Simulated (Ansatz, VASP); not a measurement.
## C in VASP and in Ansatz

```xyz
2
Lattice="1.2280 0.7090 3.3470 -1.2280 0.7090 3.3470 0.0000 -1.4180 3.3470" Properties=species:S:1:pos:R:3 pbc="T T T"
C     0.2121    0.2121    1.9467
C     0.0000    0.0000    8.3943
```

Alike in both runs: task single point; functional LDA; k mesh 12 × 12 × 12; occupations gaussian, width 0.05 eV; no spin polarisation.

|  | VASP | Ansatz |
| --- | --- | --- |
| version | VASP 6.6.1 | Ansatz 0.2.0 |
| potentials or method | VASP PAW LDA potentials, release 64 (C), cutoff 520 eV | scalar-relativistic, plane waves, PAW |
| valence electrons in the cell | 8 | 8 |

|  | VASP | Ansatz | Ansatz less VASP |
| --- | --- | --- | --- |
| gap on the k mesh at the Fermi level (eV) | none | none | - |
| rms of the force components (eV/Å) | 11.712 | 11.621 | -0.0907 |

LDA's correlation is that of Perdew and Zunger in VASP and of Perdew and Wang (1992) in Ansatz. Atom by atom the forces differ by 0.096 eV/Å (rms over components). A gap of «none» marks a metal or a gap that the smearing closes.
